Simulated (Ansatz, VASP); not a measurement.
# Two plane-wave programs on Ga4Ir

Contents of INCAR:

```
SYSTEM = Ga4Ir
ALGO = Normal
EDIFF = 1E-6
ENCUT = 520
GGA = PE
ISIF = 2
ISMEAR = 0
LASPH = .TRUE.
LCHARG = .FALSE.
LREAL = .FALSE.
LWAVE = .FALSE.
NBANDS = 38
NELM = 100
PREC = Accurate
SIGMA = 0.1
```

File KPOINTS:

```
k-points
0
G
  4 4 4
  0 0 0
```

File POSCAR:

```
Ga4Ir
1.0
   -2.7661152600      2.7661152600      2.7661152600
    2.7661152600     -2.7661152600      2.7661152600
    2.7661152600      2.7661152600     -2.7661152600
Ga Ir
4 1
Direct
    0.0000000000      0.0000000000      0.5000000000
    0.5000000000      0.0000000000      0.0000000000
    0.5000000000      0.5000000000      0.5000000000
    0.0000000000      0.5000000000      0.0000000000
    0.0000000000      0.0000000000      0.0000000000
```

Input for Ansatz:

```yaml
crystal:
  lattice:
    - [-2.76611526, 2.76611526, 2.76611526]
    - [2.76611526, -2.76611526, 2.76611526]
    - [2.76611526, 2.76611526, -2.76611526]
  atoms:
    - { symbol: Ga, position: [0.0, 0.0, 0.5] }
    - { symbol: Ga, position: [0.5, 0.0, 0.0] }
    - { symbol: Ga, position: [0.5, 0.5, 0.5] }
    - { symbol: Ga, position: [0.0, 0.5, 0.0] }
    - { symbol: Ir, position: [0.0, 0.0, 0.0] }
basis:
  ecutwfc: 420
kpoints:
  mp_grid: { grid: [4, 4, 4] }
hamiltonian:
  xc: pbe
scf:
  occupations: { method: gaussian, width: 0.1 }
  lower_state_search: "off"
output:
  forces: true
  stress: true
  eigenvalues: true
```

Change from the starting cell: species swapped into the NiHg4 type (Im-3m, No. 229).

Alike in both runs: task single point; functional PBE; k mesh 4 × 4 × 4; occupations gaussian, width 0.1 eV; no spin polarisation.

```csv
,VASP,Ansatz
version,VASP 6.6.1,Ansatz 0.2.0
potentials or method,"VASP PAW PBE potentials, release 64 (Ga_d, Ir), cutoff 520 eV","scalar-relativistic, plane waves, PAW"
valence electrons in the cell,61,69
```

```tsv
	VASP	Ansatz	Ansatz less VASP
gap on the k mesh at the Fermi level (eV)	none	none	-
pressure (GPa)	17.7	17.3	-0.41
```

A gap of «none» marks a metal or a gap that the smearing closes. VASP's potentials hold 61 valence electrons a cell and Ansatz's 69, so a difference there can come from the potentials and not from the codes.

The k mesh is coarse, so the values compare programs but aren't converged. Neither program's run includes spin-orbit coupling.
